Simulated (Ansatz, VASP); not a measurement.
## One calculation of F, two programs

```
F
1.0
     2.67999   -1.80904    0.28283
     2.67999    1.80904    0.28283
    -0.83708    0.00000    6.81485
F
4
Direct
  0.91386 0.58555 0.09393
  0.41445 0.08614 0.40607
  0.08614 0.41445 0.90607
  0.58555 0.91386 0.59393
```

Change from the starting cell: volume 16.734 Å^3 an atom, stretch along a over the lengths across it, relative to the relaxed cell 0.9416.

Alike in both runs: task single point; functional PBE; dispersion D3(BJ); k mesh 8 × 8 × 4; occupations gaussian, width 0.05 eV; no spin polarisation.

|  | VASP | Ansatz |
| --- | --- | --- |
| version | VASP 6.6.1 | Ansatz 0.2.0 |
| potentials or method | VASP PAW PBE potentials, release 64 (F), cutoff 520 eV | scalar-relativistic, plane waves, PAW |
| valence electrons in the cell | 28 | 28 |

```tsv
	VASP	Ansatz	Ansatz less VASP
gap on the k mesh at the Fermi level (eV)	2.78	2.85	+0.069
least direct gap on the mesh (eV)	2.78	2.85	+0.069
pressure (GPa)	-0.7	-1.0	-0.28
traceless stress, the component that is largest in VASP (GPa)	-0.55	-1.68	-1.134
rms of the force components (eV/Å)	0.069	0.270	+0.2001
```

Atom by atom the forces differ by 0.200 eV/Å (rms over components). One of these differences is far larger than is usual between the two programs; its cause wasn't traced.
